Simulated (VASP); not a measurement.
Write the native input for VASP 6.6.1 that does the following.

```yaml
Task: single point
Functional: PBEsol
Potentials_or_basis: VASP PAW PBE potentials, release 64 (W_sv, Te)
Cutoff: 520 eV
k_mesh: 14 × 14 × 14
Occupations: gaussian, width 0.1 eV
Spin: collinear spin
Starting_moments: "[1.41, 0.01] μB"
Fixed_moment: 1.75 μB
Dipole_correction: no
Further_INCAR_settings: ALGO = Normal; EDIFF = 1e-06; NBANDS = 21
```

The structure of TeW lies in POSCAR:

```
TeW
1.0
    0.0000000000      2.7828287135      2.7828287135
    2.7828287135      0.0000000000      2.7828287135
    2.7828287135      2.7828287135      0.0000000000
W Te
1 1
Direct
    0.0000000000      0.0000000000      0.0000000000
    0.5000000000      0.5000000000      0.5000000000
```

These files were run (other wordings do the same):

INCAR

```
PREC = Accurate
ENCUT = 520
EDIFF = 1E-6
ISMEAR = 0
SIGMA = 0.1
LREAL = F
LASPH = T
NELM = 150
ALGO = Normal
ISIF = 2
LWAVE = F
LCHARG = F
ISPIN = 2
MAGMOM = 1.41 0.01
LORBIT = 11
NUPDOWN = 1.75
LMAXMIX = 4
GGA = PS
NBANDS = 21
```

KPOINTS

```
regular mesh
0
Gamma
  14 14 14
```

Potentials or basis: VASP PAW PBE potentials, release 64 (W_sv, Te).

The run is started by

```console
$ cat potpaw_PBE.64/W_sv/POTCAR potpaw_PBE.64/Te/POTCAR > POTCAR
$ mpirun -np 1 vasp_std > vasp.out
```

Results of the run:

```json
{
 "Pressure": "-0.3 GPa",
 "Net moment": "1.75 μB per cell",
 "Site moments": "W +1.40; Te -0.01 μB",
 "Valence electrons inside the program's atomic spheres": "W 11.97; Te 3.47"
}
```

Caveat: the PAW data sets were made with another functional, which shifts forces and pressure a little; the total moment is fixed, so each spin has its own Fermi level.

Run time: 110 s on 1 thread of Intel(R) Xeon(R) Platinum 8488C (Sapphire Rapids), on a shared host, peak memory 0.29 GiB.
